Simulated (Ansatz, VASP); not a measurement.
# LiCaF3: VASP beside Ansatz

```xyz
5
Lattice="3.7612 0.0000 0.0000 0.0000 3.7612 0.0000 0.0000 0.0000 3.7612" Properties=species:S:1:pos:R:3 pbc="T T T"
Li    1.8806    1.8806    1.8806
Ca    0.0000    0.0000    0.0000
F     0.0000    1.8806    1.8806
F     1.8806    1.8806    0.0000
F     1.8806    0.0000    1.8806
```

Alike in both runs: task relaxation of cell and atoms; functional PBE; dispersion D3(BJ); k mesh 4 × 4 × 4; no spin polarisation.

|  | VASP | Ansatz |
| --- | --- | --- |
| version | VASP 6.6.1 | Ansatz 0.2.0 |
| potentials or method | VASP PAW PBE potentials, release 64 (Li_sv, Ca_sv, F), cutoff 600 eV | plane waves, PAW |
| occupations | gaussian, width 0.01 eV | fixed |
| valence electrons in the cell | 34 | 34 |

VASP gave:

```
relaxed volume (Å³/atom)                                        : 10.26
relaxed length of the cell vector where the two differ most in proportion (Å) : 3.716
```

Estimate Ansatz's values.

relaxed volume (Å³/atom): 10.30; relaxed length of the cell vector where the two differ most in proportion (Å): 3.720.

Noted on VASP's run: the cutoff is under 1.25 times that of the potentials, so the pressure is a little rough.
